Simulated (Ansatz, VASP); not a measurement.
One calculation of C, two programs

```
CELL_PARAMETERS angstrom
2.49827 0.00000 0.00000
-1.24913 2.16356 0.00000
0.00000 0.00000 4.22300
ATOMIC_POSITIONS crystal
C 0.33333 0.66667 0.99974
C 0.66667 0.33333 0.49974
C 0.33333 0.66667 0.37426
C 0.66667 0.33333 0.87426
```

Change from the starting cell: strained cell.

Alike in both runs: functional PBEsol; k mesh 9 × 9 × 6; occupations gaussian, width 0.02 eV; no spin polarisation.

Ansatz relaxed the structure, and its values are those at the end. VASP's run is a single point on that final structure, the one shown.

|  | VASP | Ansatz |
| --- | --- | --- |
| version | VASP 6.6.1 | Ansatz 0.2.0 |
| potentials or method | VASP PAW PBE potentials, release 64 (C_h), cutoff 1300 eV | scalar-relativistic, plane waves, PAW |
| valence electrons in the cell | 16 | 16 |

```csv
,VASP,Ansatz,Ansatz less VASP
gap on the k mesh at the Fermi level (eV),3.09,3.11,+0.013
least direct gap on the mesh (eV),4.86,4.85,-0.003
pressure (GPa),-6.1,-6.3,-0.16
```

VASP's potentials were made for PBE, not for PBEsol, and Ansatz warns of the same on its side. Ansatz's warnings: stress scf threshold loose.
